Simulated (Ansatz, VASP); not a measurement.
**W: VASP beside Ansatz**

POSCAR

```
W
1.0
   -1.6172662500      1.5773337500      1.5973000000
    1.6172662500     -1.5773337500      1.5973000000
    1.6172662500      1.5773337500     -1.5973000000
W
1
Direct
    0.0000000000      0.0000000000      0.0000000000
```

File INCAR.step1:

```
SYSTEM = W
PREC = Accurate ; ENCUT = 520
ISMEAR = 0 ; SIGMA = 0.15
LREAL = .FALSE. ; LASPH = .TRUE.
NELM = 60 ; NBANDS = 13
GGA = PE ; ALGO = Normal
EDIFF = 1E-4 ; LWAVE = .TRUE.
LCHARG = .FALSE.
```

File INCAR.step2:

```
SYSTEM = W
PREC = Accurate ; ENCUT = 520
EDIFF = 1E-6 ; ISMEAR = 0
SIGMA = 0.15 ; LREAL = .FALSE.
LASPH = .TRUE. ; NELM = 60
ALGO = Normal ; ISIF = 2
LWAVE = .FALSE. ; LCHARG = .FALSE.
METAGGA = R2SCAN ; LMIXTAU = .TRUE.
NBANDS = 13 ; ISTART = 1
```

KPOINTS

```
Automatic mesh
0
G
  20 20 20
  0 0 0
```

Input for Ansatz:

```yaml
crystal:
  lattice:
    - [-1.61726625, 1.57733375, 1.5973]
    - [1.61726625, -1.57733375, 1.5973]
    - [1.61726625, 1.57733375, -1.5973]
  atoms:
    - { symbol: W, position: [0.0, 0.0, 0.0] }
basis:
  ecutwfc: 500
kpoints:
  mp_grid: { grid: [20, 20, 20] }
hamiltonian:
  xc: r2scan
scf:
  occupations: { method: gaussian, width: 0.15 }
output:
  forces: true
  stress: true
  eigenvalues: true
  write_density: true
  write_potential: true
  elf: true
  volumetric_format: npy
```

Change from the starting cell: strain +0.0125 x Voigt [1, -1, 0, 0, 0, 0], atoms carried along.

Alike in both runs: task single point; functional r2SCAN; k mesh 20 × 20 × 20; occupations gaussian, width 0.15 eV; no spin polarisation.

|  | VASP | Ansatz |
| --- | --- | --- |
| version | VASP 6.6.1 | Ansatz 0.2.0 |
| potentials or method | VASP PAW PBE potentials, release 64 (W_sv), cutoff 520 eV | scalar-relativistic, plane waves, PAW |
| valence electrons in the cell | 14 | 14 |

Ansatz gave:

- gap on the k mesh at the Fermi level (eV): none
- pressure (GPa): -7.3
- traceless stress, the component that is largest in VASP (GPa): 4.39

Problem. What did VASP give for the same quantities?

Solution. gap on the k mesh at the Fermi level (eV): none; pressure (GPa): -6.2; traceless stress, the component that is largest in VASP (GPa): 4.37.

VASP's potentials were made for PBE, not for r2SCAN. A gap of «none» marks a metal or a gap that the smearing closes. With one functional, cell and mesh, what is left measures potentials, basis and numerics.

Neither program's run includes spin-orbit coupling.
